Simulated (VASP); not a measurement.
The system is Pb.

```
Pb
1.0
     0.00000    2.49464    2.49464
     2.49464    0.00000    2.49464
     2.49464    2.49464    0.00000
Pb
1
Direct
  0.00000 0.00000 0.00000
```

Base run:

```yaml
Program: VASP 6.6.1
Functional: r2SCAN
Potentials_or_basis: VASP PAW PBE potentials, release 64 (Pb_d)
Cutoff: 520 eV
k_mesh: 9 × 9 × 9
Occupations: fermi-dirac, width 0.1 eV
Spin: no spin polarisation
```

Its results: band gap on the k mesh zero (band 7 reaches 14.50 eV, above the bottom of band 8 at 5.37 eV); pressure 0.0 GPa.

Question: The run is repeated on the same cell with these changes: k mesh from 9 × 9 × 9 to 7 × 7 × 7. What comes out?

Answer: Band gap on the k mesh zero (band 7 reaches 14.50 eV, above the bottom of band 8 at 5.52 eV); pressure 0.6 GPa.

Caveats: the PAW data sets were made with another functional, which shifts forces and pressure a little; spin-orbit coupling is left out, which moves the levels of the heavy elements.
